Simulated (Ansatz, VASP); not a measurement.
**Two plane-wave programs on Au**

Contents of INCAR:

```
PREC = Accurate
ENCUT = 520
EDIFF = 1E-6
ISMEAR = 0
SIGMA = 0.023
LREAL = False
LASPH = True
NELM = 80
ALGO = Normal
ISIF = 2
LWAVE = False
LCHARG = False
GGA = PE
NBANDS = 12
```

File KPOINTS:

```
Automatic mesh
0
Gamma
  10 10 10
```

The input POSCAR:

```
Au
1.0
    2.7484100000      0.0000000000      0.0000000000
    0.0000000000      2.7484100000      0.0000000000
    0.0000000000      0.0000000000      2.7484100000
Au
1
Direct
    0.5000000000      0.5000000000      0.5000000000
```

File input.yaml:

```yaml
crystal:
  lattice:
    - [2.74841, 0.0, 0.0]
    - [0.0, 2.74841, 0.0]
    - [0.0, 0.0, 2.74841]
  atoms:
    - { symbol: Au, position: [0.5, 0.5, 0.5] }
hamiltonian:
  xc: pbe
  pseudopotentials: { kind: paw }
kpoints:
  mp_grid: { grid: [10, 10, 10] }
scf:
  occupations: { method: gaussian, width: 0.023 }
output:
  forces: true
  stress: true
  eigenvalues: true
  write_density: true
  write_potential: true
  elf: true
  volumetric_format: npy
```

Alike in both runs: task single point; functional PBE; k mesh 10 × 10 × 10; occupations gaussian, width 0.023 eV; no spin polarisation.

|  | VASP | Ansatz |
| --- | --- | --- |
| version | VASP 6.6.1 | Ansatz 0.2.0 |
| potentials or method | VASP PAW PBE potentials, release 64 (Au) | Ansatz PAW |
| plane-wave cutoff (eV) | 520 | 420 |
| valence electrons in the cell | 11 | 19 |

Ansatz gave:

```
gap on the k mesh at the Fermi level (eV) : none
pressure (GPa)                            : 0.2
```

Problem. What did VASP give for the same quantities?

Solution. gap on the k mesh at the Fermi level (eV): none; pressure (GPa): 0.1.

A gap of «none» marks a metal or a gap that the smearing closes. With one functional, cell and mesh, what is left measures potentials, basis and numerics. VASP's potentials hold 11 valence electrons a cell and Ansatz's 19, so a difference there can come from the potentials and not from the codes.

Spin-orbit coupling is off throughout.
